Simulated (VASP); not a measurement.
Set up this calculation in VASP 6.6.1, as the native input.

```yaml
Task: single point
Functional: PBE
Potentials_or_basis: VASP PAW PBE potentials, release 64 (Ti_sv, Al)
Cutoff: 520 eV
k_mesh: 12 × 12 × 10
Occupations: fermi-dirac, width 0.15 eV
Spin: no spin polarisation
Dipole_correction: no
Further_INCAR_settings: ALGO = Fast; EDIFF = 1e-06; NBANDS = 14
```

The structure of TiAl lies in POSCAR:

```
TiAl
1.0
    2.8269804986      0.0000000000      0.0000000000
    0.0000000000      2.8269804986      0.0000000000
    0.0000000000      0.0000000000      4.0705996788
Ti Al
1 1
Direct
    0.5000000000      0.5000000000      0.5000000000
    0.0000000000      0.0000000000      0.0000000000
```

These files were run (other wordings do the same):

INCAR

```
SYSTEM = TiAl
PREC = Accurate
ENCUT = 520
EDIFF = 1E-6
ISMEAR = -1
SIGMA = 0.15
LREAL = .False.
LASPH = .True.
NELM = 100
ALGO = Fast
ISIF = 2
LWAVE = .False.
LCHARG = .False.
GGA = PE
NBANDS = 14
```

KPOINTS

```
regular mesh
0
Gamma
  12 12 10
  0 0 0
```

Potentials or basis: VASP PAW PBE potentials, release 64 (Ti_sv, Al).

Command:

```console
$ cat potpaw_PBE.64/Ti_sv/POTCAR potpaw_PBE.64/Al/POTCAR > POTCAR
$ mpirun -np 1 vasp_std > vasp.out
```

Results of the run:

```yaml
Pressure: 0.0 GPa
Band_gap_on_the_k_mesh: zero (an odd number of electrons rules out a gap without spin polarisation)
```

Run time: 50 s on 1 thread of Intel(R) Xeon(R) 6975P-C (Granite Rapids), on a shared host, peak memory 0.2 GiB.
